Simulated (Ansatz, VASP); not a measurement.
# KEu3: VASP beside Ansatz

```
CELL_PARAMETERS angstrom
0.00000 4.75676 4.75676
4.75676 0.00000 4.75676
4.75676 4.75676 0.00000
ATOMIC_POSITIONS crystal
Eu 0.50000 0.50000 0.50000
Eu 0.75000 0.75000 0.75000
Eu 0.25000 0.25000 0.25000
K 0.00000 0.00000 0.00000
```

Alike in both runs: task single point; functional PBE; k mesh 5 × 5 × 5; occupations fermi-dirac, width 0.05 eV; collinear spin.

```csv
,VASP,Ansatz
version,VASP 6.6.1,Ansatz 0.2.0
potentials or method,"VASP PAW PBE potentials, release 64 (Eu, K_sv)",Ansatz PAW
plane-wave cutoff (eV),520,420
valence electrons in the cell,60,60
```

VASP gave:

| Quantity | Value |
| --- | --- |
| gap on the k mesh at the Fermi level (eV) | none |
| pressure (GPa) | -1.0 |
| net moment per atom (μB) | 5.58 |
| size of the moment on the site where the two differ most (μB) | 6.74 |

**Question.** Which values does Ansatz return?

**Answer.** gap on the k mesh at the Fermi level (eV): none; pressure (GPa): -0.8; net moment per atom (μB): 5.59; size of the moment on the site where the two differ most (μB): 7.17.

Site moments also hang on the region over which each program counts them. A gap of «none» marks a metal or a gap that the smearing closes.

Neither program's run includes spin-orbit coupling. Noted on VASP's run: too few bands were computed for a metal, which touches its energy and stress.
